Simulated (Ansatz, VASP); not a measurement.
Two plane-wave programs on AlClF2

```
Al Cl F
1.0
     3.06250    0.00000    0.00000
    -1.53125    2.65220    0.00000
     0.00000    0.00000   10.99495
Al Cl F
1 1 2
Direct
  0.00000 0.00000 0.50000
  0.00000 0.00000 0.00000
  0.00000 0.00000 0.35023
  0.00000 0.00000 0.64977
```

Alike in both runs: functional PBE; k mesh 18 × 18 × 6; occupations gaussian, width 0.1 eV; no spin polarisation.

Ansatz relaxed the structure, and its values are those at the end. VASP's run is a single point on that final structure, the one shown.

|  | VASP | Ansatz |
| --- | --- | --- |
| version | VASP 6.6.1 | Ansatz 0.2.0 |
| potentials or method | VASP PAW PBE potentials, release 64 (Al, Cl, F), cutoff 520 eV | scalar-relativistic, plane waves, PAW |
| valence electrons in the cell | 24 | 24 |

|  | VASP | Ansatz | Ansatz less VASP |
| --- | --- | --- | --- |
| gap on the k mesh at the Fermi level (eV) | none | none | - |
| pressure (GPa) | 0.2 | 0.0 | -0.20 |
| rms of the force components (eV/Å) | 0.079 | 0.000 | -0.0786 |

A gap of «none» marks a metal or a gap that the smearing closes. The functional is the same, so the differences come from potentials, cutoffs and numerics.
